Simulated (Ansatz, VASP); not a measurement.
## SiO2: VASP beside Ansatz

```
Si O
1.0
     5.28736    0.00000    0.00000
    -2.64368    4.57899    0.00000
     0.00000    0.00000    5.54109
Si O
3 6
Direct
  0.00000 0.50000 0.33333
  0.50000 0.50000 0.66667
  0.50000 0.00000 0.00000
  0.58350 0.79175 0.83333
  0.79175 0.58350 0.50000
  0.79175 0.20825 0.16667
  0.41650 0.20825 0.83333
  0.20825 0.41650 0.50000
  0.20825 0.79175 0.16667
```

Change from the starting cell: strain +0.0450 x Voigt [1, 1, 0, 0, 0, 0], atoms carried along.

Alike in both runs: task single point; functional r2SCAN; k mesh 6 × 6 × 4; occupations gaussian, width 0.05 eV; no spin polarisation.

```csv
,VASP,Ansatz
version,VASP 6.6.1,Ansatz 0.2.0
potentials or method,"VASP PAW PBE potentials, release 64 (Si, O), cutoff 520 eV","scalar-relativistic, plane waves, PAW"
valence electrons in the cell,48,48
```

VASP gave:

```
gap on the k mesh at the Fermi level (eV)                     : 5.72
least direct gap on the mesh (eV)                             : 5.99
pressure (GPa)                                                : -14.0
traceless stress, the component that is largest in VASP (GPa) : 2.43
rms of the force components (eV/Å)                            : 0.318
```

Problem. Which values does Ansatz return?

Solution. gap on the k mesh at the Fermi level (eV): 5.73; least direct gap on the mesh (eV): 6.00; pressure (GPa): -14.1; traceless stress, the component that is largest in VASP (GPa): 2.42; rms of the force components (eV/Å): 0.313.

VASP's potentials were made for PBE, not for r2SCAN. Atom by atom the forces differ by 0.005 eV/Å (rms over components).
